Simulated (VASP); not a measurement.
Here is a VASP 6.6.1 calculation.

INCAR

```
ALGO = Normal ; EDIFF = 1E-6
ENCUT = 520 ; GGA = PS
ISIF = 2 ; ISMEAR = -1
ISPIN = 2 ; LASPH = T
LCHARG = F ; LORBIT = 11
LREAL = Auto ; LWAVE = F
MAGMOM = 0 0 0 0 0 0 0 0 0 0 0 0 0 0 0 0 0 0 1 ; NBANDS = 58
NELM = 150 ; PREC = Accurate
SIGMA = 0.05
```

Contents of KPOINTS:

```
k-points
0
Gamma
  2 2 1
```

POSCAR

```
C18F
1.0
    7.3980000000      0.0000000000      0.0000000000
   -3.6990000000      6.4068560000      0.0000000000
    0.0000000000      0.0000000000     13.0000000000
C F
18 1
Direct
   -0.0036363679      0.0017919193      0.0718345351
    0.2189868023      0.1134955153      0.0685588473
   -0.0033007864      0.3357839055      0.0727861437
    0.2184072263      0.4466365011      0.0730560720
   -0.0036358549      0.6694366319      0.0718659483
    0.2189866221      0.7803656875      0.0685298053
    0.3300279091      0.0024543465      0.0682371173
    0.5521149543      0.1134949351      0.0685294767
    0.3306913137      0.3361205838      0.0718307799
    0.5511803158      0.4447432091      0.0769831398
    0.3306913485      0.6694371564      0.0717573489
    0.5511922668      0.7812896342      0.0768625995
    0.6630440852      0.0017898591      0.0717577221
    0.8858470572      0.1140761320      0.0730583105
    0.6630449770      0.3361190434      0.0718634488
    0.8858505427      0.4466329808      0.0730948746
    0.6633656496      0.6691159642      0.1030600977
    0.8877405009      0.7813017455      0.0769863049
    0.6632700376      0.6692043493      0.2201170277
```

Potentials or basis: VASP PAW PBE potentials, release 64 (C, F).

Launch:

```console
$ cat potpaw_PBE.64/C/POTCAR potpaw_PBE.64/F/POTCAR > POTCAR
$ mpirun -np 1 vasp_std > vasp.out
```

Problem. Estimate the net moment.

Solution. 0.00 μB per cell.

Problem. Estimate the largest force.

Solution. 0.206 eV/Å.

Forces on the atoms (eV/Å):
```
C    0.001 -0.004 -0.004
C    0.006 -0.004  0.006
C   -0.001  0.001 -0.017
C   -0.002 -0.001  0.000
C   -0.002  0.002 -0.007
C   -0.001  0.005  0.007
C    0.006 -0.003 -0.007
C   -0.005 -0.001  0.007
C    0.004  0.001 -0.004
C    0.002 -0.004 -0.020
C    0.003  0.004  0.001
C    0.000  0.000 -0.014
C   -0.002 -0.005  0.001
C   -0.001  0.002  0.000
C   -0.003  0.001 -0.007
C   -0.002  0.001  0.008
C   -0.005  0.003 -0.138
C    0.005  0.001 -0.020
F   -0.001  0.001  0.206
```

Caveat: the k points lie up to 0.49 Å⁻¹ apart; the PAW data sets were made with another functional, which shifts forces and pressure a little.
